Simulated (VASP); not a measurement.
Set up this calculation in VASP 6.6.1, as the native input.

```
Task                   : single point
Functional             : PBEsol
Potentials or basis    : VASP PAW PBE potentials, release 64 (Be, C)
Cutoff                 : 600 eV
k mesh                 : 10 × 10 × 10
Occupations            : gaussian, width 0.01 eV
Spin                   : no spin polarisation
Dipole correction      : no
Further INCAR settings : ALGO = Normal; EDIFF = 1e-06; NBANDS = 11
```

The structure of Be2C lies in POSCAR:

```
Be2C
1.0
    2.1485168411      2.1485168411      0.0000000000
   -2.1485168411      2.1485168411      0.0000000000
    0.0000000000      2.1485168411      2.1485168411
Be C
2 1
Direct
    0.2500000000      0.7500000000      0.5000000000
    0.7500000000      0.2500000000      0.5000000000
    0.0000000000      0.0000000000      0.0000000000
```

These files were run (other wordings do the same):

INCAR

```
SYSTEM = Be2C
PREC = Accurate ; ENCUT = 600
EDIFF = 1E-6 ; ISMEAR = 0
SIGMA = 0.01 ; LREAL = .FALSE.
LASPH = .TRUE. ; NELM = 120
ALGO = Normal ; ISIF = 2
LWAVE = .FALSE. ; LCHARG = .FALSE.
GGA = PS ; NBANDS = 11
GGA_COMPAT = .FALSE.
```

KPOINTS

```
regular mesh
0
G
  10 10 10
  0 0 0
```

Potentials or basis: VASP PAW PBE potentials, release 64 (Be, C).

Command:

```console
$ cat potpaw_PBE.64/Be/POTCAR potpaw_PBE.64/C/POTCAR > POTCAR
$ mpirun -np 1 vasp_std > vasp.out
```

Results of the run:

```yaml
Pressure: 2.6 GPa
Band_gap_on_the_k_mesh: 1.07 eV, indirect (least direct gap 4.13 eV)
```

Caveat: the PAW data sets were made with another functional, which shifts forces and pressure a little.

Wall time 12 s on 1 thread of AMD EPYC 7R43 64-Core Processor (Zen 3), on a shared host, peak memory 0.11 GiB.
